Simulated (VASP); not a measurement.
A run of VASP 6.6.1:

File INCAR:

```
SYSTEM = TePt
ALGO = Normal ; EDIFF = 1E-6
ENCUT = 520 ; GGA = PS
ISIF = 2 ; ISMEAR = -1
LASPH = .TRUE. ; LCHARG = .FALSE.
LREAL = .FALSE. ; LWAVE = .FALSE.
NBANDS = 24 ; NELM = 60
PREC = Accurate ; SIGMA = 0.05
```

The input KPOINTS:

```
k-points
0
G
  7 7 5
  0 0 0
```

The input POSCAR:

```
TePt
1.0
    4.2052662916      0.0000000000      0.0000000000
   -2.1026331458      3.6418674381      0.0000000000
    0.0000000000      0.0000000000      5.5852512009
Pt Te
2 2
Direct
    0.0000000000      0.0000000000      0.0000000000
    0.0000000000      0.0000000000      0.5000000000
    0.3333333333      0.6666666667      0.2500000000
    0.6666666667      0.3333333333      0.7500000000
```

Potentials or basis: VASP PAW PBE potentials, release 64 (Pt, Te).

Run with:

```sh
$ cat potpaw_PBE.64/Pt/POTCAR potpaw_PBE.64/Te/POTCAR > POTCAR
$ mpirun -np 1 vasp_std > vasp.out
```

Hardware: 1 thread of AMD EPYC 7R13, with other jobs on the host.

Estimate the wall time of this run.

Wall time 77 s on 1 thread of AMD EPYC 7R13, on a shared host, peak memory 0.19 GiB. Counts: scf iterations 13, k points 24.
